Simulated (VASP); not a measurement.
The system is PtS2.

```
CELL_PARAMETERS angstrom
3.54320 0.00000 0.00000
-1.77160 3.06850 0.00000
0.00000 0.00000 5.03880
ATOMIC_POSITIONS crystal
Pt 0.00000 0.00000 0.00000
S 0.33333 0.66667 0.22700
S 0.66667 0.33333 0.77300
```

* Program: VASP 6.6.1
* Task: relaxation of cell and atoms
* Functional: PBEsol
* Potentials or basis: VASP PAW PBE potentials, release 64 (Pt_sv_GW, S)
* Cutoff: 570 eV
* k mesh: 9 × 9 × 6
* Occupations: fermi-dirac, width 0.05 eV
* Spin: no spin polarisation

At the start: pressure 5.7 GPa; volume 18.26 Å³/atom.

Where does the relaxation end?

Over 20 steps the energy falls by 24.3 meV/atom and the volume is 17.41 Å³/atom (-4.7 %); space group P-3m1 (No. 164, to 0.1 Å) before and after.

Step by step:
```
step  energy change (eV)  largest force (eV/Å)  pressure (GPa)  volume (Å³)
   1              0.0000                0.9376            5.74        54.78
   2              0.0977                0.8004           -9.91        60.14
   3             -0.0462                0.2375           -0.80        56.62
   4             -0.0463                0.2530           -0.69        56.58
   5             -0.0546                0.1584           -0.43        56.24
   6             -0.0582                0.0422           -0.16        55.83
   7             -0.0594                0.0504           -0.10        55.63
   8             -0.0628                0.0769            0.20        55.03
   9             -0.0676                0.1339            0.85        53.82
  10             -0.0659                0.2608            2.59        51.39
  11             -0.0686                0.2046            1.66        52.68
  12             -0.0689                0.1989            1.61        52.66
  13             -0.0697                0.1817            1.46        52.60
  14             -0.0711                0.1479            1.12        52.46
  15             -0.0726                0.0828            0.54        52.19
  16             -0.0710                0.0418           -0.58        51.64
  17             -0.0728                0.0534            0.30        52.05
  18             -0.0728                0.0564            0.30        52.06
  19             -0.0728                0.0522            0.25        52.10
  20             -0.0730                0.0394            0.14        52.23
```

Final structure:
```
CELL_PARAMETERS angstrom
3.56869 0.00000 0.00000
-1.78434 3.09058 0.00000
0.00000 0.00000 4.73551
ATOMIC_POSITIONS crystal
Pt 0.00000 0.00000 0.00000
S 0.33333 0.66667 0.25200
S 0.66667 0.33333 0.74800
```

Caveat: the PAW data sets were made with another functional, which shifts forces and pressure a little; the relaxation stopped at a loose force limit of 0.05 eV/Å, so its end isn't a converged minimum.
